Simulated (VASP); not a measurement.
**InP: single point with LDA**

Crystal: InP.

```
CELL_PARAMETERS angstrom
0.00000 3.22976 2.69237
2.69237 0.00000 2.69237
2.69237 3.22976 0.00000
ATOMIC_POSITIONS crystal
In 0.00000 0.00000 0.00000
P 0.75000 0.75000 0.75000
```

This cell differs from its parent crystal: volume 23.412 Å^3 an atom, c/a of the conventional cell 1.1996.

- Program: VASP 6.6.1
- Task: single point
- Functional: LDA
- Potentials or basis: VASP PAW LDA potentials, release 64 (In_d, P)
- Cutoff: 520 eV
- k mesh: 12 × 12 × 12
- Occupations: gaussian, width 0.05 eV
- Spin: no spin polarisation

```json
{
  "Pressure": "3.5 GPa",
  "Band gap on the k mesh": "0.30 eV, direct"
}
```

Stress tensor (GPa, compression positive):
```
 7.15  0.00  0.00
 0.00 -3.80  0.00
 0.00  0.00  7.15
```

Levels at points of the mesh, in eV from the valence-band top:
| k point | band 7 | band 8 | band 9 | band 10 | band 11 | band 12 |
| --- | --- | --- | --- | --- | --- | --- |
| (0.00, 0.00, 0.00) | -1.21 | 0.00 | 0.00 | 0.30 | 3.69 | 3.69 |
| (0.50, 0.00, 0.00) | -6.54 | -2.14 | -0.71 | 0.55 | 4.39 | 5.11 |
| (0.50, 0.50, 0.00) | -6.05 | -3.26 | -3.19 | 0.79 | 1.23 | 7.96 |
| (0.50, 0.00, 0.50) | -7.32 | -2.14 | -2.14 | 1.98 | 2.89 | 7.72 |

Run time: 44 s on 1 thread of Intel(R) Xeon(R) 6975P-C (Granite Rapids), with other jobs on the host, peak memory 0.24 GiB.

Caveat: spin-orbit coupling is left out, which moves the levels of the heavy elements. A k mesh can miss the band edges.
